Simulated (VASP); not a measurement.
# ZnCd2Te2 in VASP: notebook, part 2 of 2

VASP 6.6.1. Earlier steps stand in the parts before.

**4. Relaxation of the atoms, LDA**

The input, INCAR:

```
  PREC = Accurate
  ENCUT = 520
  EDIFF = 1E-7
  ISMEAR = 0
  SIGMA = 0.05
  LREAL = False
  LASPH = True
  NELM = 100
  ALGO = Fast
  ISIF = 2
  LWAVE = False
  LCHARG = False
  LDIPOL = True
  IDIPOL = 3
  DIPOL = 0.5 0.5 0.366
  GGA = CA
  IBRION = 2
  NSW = 36
  EDIFFG = -0.025
```

The input, KPOINTS:

```
Automatic mesh
0
Gamma
  6 6 1
```

The input, POSCAR:

```
ZnCd2Te2
1.0
    4.5325544674      0.0000000000      0.0000000000
   -2.2662772337      3.9253073128      0.0000000000
    0.0000000000      0.0000000000     19.8672286441
Te Cd Zn
2 2 1
Selective dynamics
Direct
    0.0000000000      0.0000000000      0.2013365866  F F F
    0.3333333333      0.6666666667      0.3964595968  F F F
    0.3333333333      0.6666666667      0.2479059306  F F F
    0.6666666667      0.3333333333      0.4211573136  F F F
    1.3333333333      0.5555555556      0.5622046234  F F T
```

Potentials or basis: VASP PAW LDA potentials, release 64 (Te, Cd, Zn).

Command:

```bash
$ cat potpaw_LDA.64/Te/POTCAR potpaw_LDA.64/Cd/POTCAR potpaw_LDA.64/Zn/POTCAR > POTCAR
$ mpirun -np 1 vasp_std > vasp.out
```

OUTCAR:

```text
PREC = Accurate
   ENCUT = 520
   EDIFF = 1E-7
   ISMEAR = 0
   LREAL = False
   LASPH = True
   NELM = 100
   ISIF = 2
   GGA = CA
   IBRION = 2
   NSW = 36
   EDIFFG = -0.025

 ion  position               nearest neighbor table
   1  0.000  0.000  0.201-   3 2.78   3 2.78   3 2.78
   2  0.333  0.667  0.396-   4 2.66   4 2.66   4 2.66   3 2.95   5 3.33
   3  0.333  0.667  0.248-   1 2.78   1 2.78   1 2.78   2 2.95
   4  0.667  0.333  0.421-   2 2.66   2 2.66   2 2.66
   5  0.333  0.556  0.562-   2 3.33

  LATTYP: Found a hexagonal cell.
 ALAT       =     4.5325544674
 C/A-ratio  =     4.3832299837

  Lattice vectors:

 A1 = (   4.5325544674,   0.0000000000,   0.0000000000)
 A2 = (  -2.2662772337,   3.9253073128,   0.0000000000)
 A3 = (   0.0000000000,   0.0000000000,  19.8672286441)

Analysis of symmetry for initial positions (statically):
=====================================================================
 Subroutine PRICEL returns:
 Original cell was already a primitive cell.

 Routine SETGRP: Setting up the symmetry group for a
 hexagonal supercell.

 Subroutine GETGRP returns: Found  1 space group operations
 (whereof  1 operations were pure point group operations)
 out of a pool of 24 trial point group operations.

The static configuration has the point symmetry C_1 .

Analysis of symmetry for dynamics (positions and initial velocities):
=====================================================================
 Subroutine PRICEL returns:
 Original cell was already a primitive cell.

 Routine SETGRP: Setting up the symmetry group for a
 hexagonal supercell.

 Subroutine GETGRP returns: Found  1 space group operations
 (whereof  1 operations were pure point group operations)
 out of a pool of 24 trial point group operations.

The dynamic configuration has the point symmetry C_1 .
[... 144 lines left out ...]
   LRPA    =     F    only Hartree local field effects (RPA)
 conjugate gradient relaxation of ions
 non-spin polarized calculation
 RMM-DIIS sequential band-by-band and
 Gauss-broadening in eV      SIGMA  =   0.05
  energy-cutoff  :      520.00
  volume of cell :      353.47
 maximum number of plane-waves:      9583
 NGX is ok and might be reduce to    36
   NGX = 17   NGY = 17   NGZ = 73

--------------------------------------- Ionic step        1  -------------------------------------------

 number of electron      47.9999993 magnetization

 Free energy of the ion-electron system (eV)
  ---------------------------------------------------
  ext. energy  EPLUGINS =         0.00000000
  ---------------------------------------------------
  free energy    TOTEN  =       -11.16730471 eV

  energy without entropy =      -11.16573751  energy(sigma->0) =      -11.16652111

------------------------ aborting loop because EDIFF is reached ----------------------------------------

  FORCE on cell =-STRESS in cart. coord.  units (eV):
  Direction    XX          YY          ZZ          XY          YZ          ZX
  --------------------------------------------------------------------------------------
  -------------------------------------------------------------------------------------
  Total        0.5471342      0.5839904      0.0000477     -0.0261866     -0.3807656      0.3158942
  in kB        2.4799931      2.6470510      0.0002164     -0.1186957     -1.7258947      1.4318523
  external PRESSURE =       1.7090868 kB  Pullay stress =       0.0000000 kB
[... 182 lines left out ...]
--------------------------------------- Ionic step        6  -------------------------------------------

 number of electron      47.9999996 magnetization

 dipolmoment           0.000000      0.000000     -0.177929 electrons x Angstroem

 Free energy of the ion-electron system (eV)
  ---------------------------------------------------
  ext. energy  EPLUGINS =         0.00000000
  ---------------------------------------------------
  free energy    TOTEN  =       -11.17483371 eV

  energy without entropy =      -11.17326654  energy(sigma->0) =      -11.17405013

 E-fermi :  -1.5102     XC(G=0):  -4.8857

 val. band max:       -1.5103963241   @ k =   0.0000   0.0000   0.0000
 cond. band min:      -1.5099950899   @ k =   0.0000   0.0000   0.0000
 fundamental gap:      0.0004012342
 Fermi energy:        -1.5101957071

 k-point     1 :       0.0000    0.0000    0.0000
  band No.  band energies     occupation
      1     -14.3829      2.00000
      2     -12.1442      2.00000
      3     -11.6210      2.00000
      4     -11.6206      2.00000
      5     -11.2134      2.00000
      6     -11.2104      2.00000
[... 609 lines left out ...]
     27       1.0479      0.00000
     28       1.4218      0.00000

------------------------ aborting loop because EDIFF is reached ----------------------------------------

 vacuum level on the upper side and lower side of the slab       (xc-potential included)        -1.070         0.736

  FORCE on cell =-STRESS in cart. coord.  units (eV):
  Direction    XX          YY          ZZ          XY          YZ          ZX
  --------------------------------------------------------------------------------------
  -------------------------------------------------------------------------------------
  Total        0.5114497      0.5463675     -0.3593438     -0.0124065     -0.2429917      0.2069577
  in kB        2.3182459      2.4765178     -1.6287962     -0.0562349     -1.1014074      0.9380764
  external PRESSURE =       1.0553225 kB  Pullay stress =       0.0000000 kB
[... 20 lines left out ...]
  FREE ENERGIE OF THE ION-ELECTRON SYSTEM (eV)
  ---------------------------------------------------
  free  energy   TOTEN  =       -11.1748337101 eV

  energy  without entropy=      -11.1732665419  energy(sigma->0) =      -11.17405013

 reached required accuracy - stopping structural energy minimisation

 vacuum level on the upper side and lower side of the slab         2.329         4.179
```

OSZICAR:

```text
N       E                     dE             d eps       ncg     rms          rms(c)
DAV:   1     0.323901980053E+03    0.32390E+03   -0.19073E+04  1120   0.139E+03
DAV:   2     0.136925417425E+02   -0.31021E+03   -0.30017E+03  1300   0.323E+02
DAV:   3    -0.113790412585E+02   -0.25072E+02   -0.24778E+02  1284   0.986E+01
DAV:   4    -0.121217500269E+02   -0.74271E+00   -0.74089E+00  1380   0.138E+01
[... 82 lines left out ...]
RMM:  10    -0.111748314596E+02   -0.19269E-05   -0.10914E-06   825   0.418E-03    0.845E-04
RMM:  11    -0.111748320236E+02   -0.56398E-06   -0.26876E-07   547   0.229E-03    0.495E-04
RMM:  12    -0.111748328537E+02   -0.83019E-06   -0.13172E-07   583   0.193E-03    0.570E-04
RMM:  13    -0.111748336295E+02   -0.77576E-06   -0.14632E-07   493   0.122E-03    0.293E-04
RMM:  14    -0.111748337101E+02   -0.80548E-07   -0.18317E-08   373   0.718E-04
   6 F= -.11174834E+02 E0= -.11174050E+02  d E =-.752900E-02
```

CONTCAR:

```text
ZnCd2Te2
   1.00000000000000
     4.5325544673999998    0.0000000000000000    0.0000000000000000
    -2.2662772336999999    3.9253073127999998    0.0000000000000000
     0.0000000000000000    0.0000000000000000   19.8672286440999990
  Te              Cd              Zn
     2     2     1
Selective dynamics
Direct
     0.0000000000000000    0.0000000000000000    0.2013365866000001   F   F   F
     0.3333333332999970    0.6666666667000030    0.3964595967999998   F   F   F
     0.3333333332999970    0.6666666667000030    0.2479059305999982   F   F   F
     0.6666666667000030    0.3333333332999970    0.4211573135999984   F   F   F
     0.3333333332999970    0.5555555556000016    0.5731010911402453   F   F   T

  0.00000000E+00  0.00000000E+00  0.00000000E+00
  0.00000000E+00  0.00000000E+00  0.00000000E+00
  0.00000000E+00  0.00000000E+00  0.00000000E+00
  0.00000000E+00  0.00000000E+00  0.00000000E+00
  0.00000000E+00  0.00000000E+00  0.00000000E+00
```

It took 30 min on 1 thread of Oxide Virtual Turin-like, shared host; peak memory 0.47 GiB.

Results:

| Quantity | Value |
| --- | --- |
| Free energy | -11.1748 eV |
| Energy gained by relaxing | 1.5 meV/atom |
| Ionic steps | 6 |
| Band gap on the k mesh | zero (filled and empty bands touch) |

The path:
```tsv
step	energy change (eV)	largest force on free atoms (eV/Å)	pressure (GPa)
1	0.0000	0.0976	0.17
2	-0.0005	0.0940	0.17
3	-0.0017	0.0843	0.16
4	-0.0038	0.0659	0.15
5	-0.0066	0.0345	0.14
6	-0.0075	0.0159	0.11
```

Final structure:
```xyz
5
Lattice="4.5326 0.0000 0.0000 -2.2663 3.9253 0.0000 0.0000 0.0000 19.8672" Properties=species:S:1:pos:R:3 pbc="T T T"
Te    0.0000    0.0000    4.0000
Te    0.0000    2.6169    7.8766
Cd    0.0000    2.6169    4.9252
Cd    2.2663    1.3084    8.3672
Zn    0.2518    2.1807   11.3859
```

Caveat: spin-orbit coupling is left out, which moves the levels of the heavy elements.

**5. Summary**

```csv
task,cell,atoms held fixed (from 0),atoms held along some axes (from 0),gap on the mesh (eV),largest force (eV/Å)
single point,"as given, atomic positions A",-,-,none,0.51
single point,"as given, atomic positions B",-,-,none,0.44
relaxation of the atoms,"atoms relaxed, atomic positions C","[0, 1, 2, 3]",atom 4 along a and b,none,-
```

Alike in all rows: level LDA; potentials or basis VASP PAW LDA potentials, release 64 (Te, Cd, Zn); no spin polarisation; k mesh 6 × 6 × 1; cutoff (eV) 520; smearing gaussian 0.05 eV.

Caveats: spin-orbit coupling is left out, which moves the levels of the heavy elements.

Absolute energies hang on the potentials; compare differences alone.

The gap in the log of VASP goes by the Fermi energy; the results here count the filled bands.